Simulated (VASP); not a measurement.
**Cu: relaxation of cell and atoms with r2SCAN**

Cu:

```
CELL_PARAMETERS angstrom
0.00000 1.81000 1.81000
1.81000 0.00000 1.81000
1.81000 1.81000 0.00000
ATOMIC_POSITIONS crystal
Cu 0.00000 0.00000 0.00000
```

```yaml
Program: VASP 6.6.1
Task: relaxation of cell and atoms
Functional: r2SCAN
Potentials_or_basis: VASP PAW PBE potentials, release 64 (Cu)
Cutoff: 660 eV
k_mesh: 11 × 11 × 11
Occupations: fermi-dirac, width 0.1 eV
Spin: no spin polarisation
Dipole_correction: no
Further_INCAR_settings: ALGO = Normal; EDIFF = 1e-07; IBRION = 2; EDIFFG = -0.01; NSW = 60; ISIF = 3
```

```
Relaxed volume                        : 11.47 Å³/atom
Relaxed cell                          : a = 2.531 Å, b = 2.531 Å, c = 2.531 Å, α = 60.00°, β = 60.00°, γ = 60.00°
Space group after relaxing (to 0.1 Å) : Fm-3m (No. 225)
Energy gained by relaxing             : 6.5 meV/atom
Ionic steps                           : 3
Pressure after relaxing               : -0.1 GPa
Band gap on the k mesh                : zero (an odd number of electrons rules out a gap without spin polarisation)
```

The path:
| step | energy change (eV) | largest force (eV/Å) | pressure (GPa) | volume (Å³) |
| --- | --- | --- | --- | --- |
| 1 | 0.0000 | 0.0000 | -5.19 | 11.86 |
| 2 | -0.0036 | 0.0000 | 3.66 | 11.21 |
| 3 | -0.0065 | 0.0000 | -0.06 | 11.47 |

Final structure:
```cif
data_structure
_symmetry_space_group_name_H-M 'P 1'
_symmetry_Int_Tables_number 1
_cell_length_a 2.5313
_cell_length_b 2.5313
_cell_length_c 2.5313
_cell_angle_alpha 60.000
_cell_angle_beta 60.000
_cell_angle_gamma 60.000
_cell_volume 11.47
loop_
_atom_site_label
_atom_site_type_symbol
_atom_site_fract_x
_atom_site_fract_y
_atom_site_fract_z
_atom_site_occupancy
Cu1 Cu 0.00000 0.00000 0.00000 1
```

Levels at points of the mesh, in eV from the Fermi level:
| k point | band 4 | band 5 | band 6 | band 7 | band 8 | band 9 |
| --- | --- | --- | --- | --- | --- | --- |
| (0.00, 0.00, 0.00) | -3.34 | -2.48 | -2.48 | 23.52 | 26.80 | 26.80 |

Wall time 40 s on 1 thread of Intel(R) Xeon(R) 6975P-C (Granite Rapids), with other jobs on the host, peak memory 0.15 GiB.

Caveat: the PAW data sets were made with another functional, which shifts forces and pressure a little.
